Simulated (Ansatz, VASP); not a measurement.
**RbBr in VASP and in Ansatz**

```
Rb Br
1.0
     0.00000    3.38118    3.38118
     3.38118    0.00000    3.38118
     3.38118    3.38118    0.00000
Rb Br
1 1
Cartesian
  0.0000 0.0000 0.0000
  3.3812 3.3812 3.3812
```

Change from the starting cell: volume scaled by 0.96, crystal datasets.

Alike in both runs: task electric field gradients; functional PBE; k mesh 7 × 7 × 7; occupations fermi-dirac, width 0.03 eV; no spin polarisation.

|  | VASP | Ansatz |
| --- | --- | --- |
| version | VASP 6.6.1 | Ansatz 0.2.0 |
| potentials or method | VASP PAW PBE potentials, release 64 (Rb_sv, Br), cutoff 520 eV | all-electron PAW with datasets made for the crystal, scalar-relativistic |

```tsv
	VASP	Ansatz	Ansatz less VASP
gap on the k mesh at the Fermi level (eV)	4.47	4.47	+0.003
pressure (GPa)	1.8	1.7	-0.04
```

Ansatz ran all-electron here, and VASP with PAW potentials.
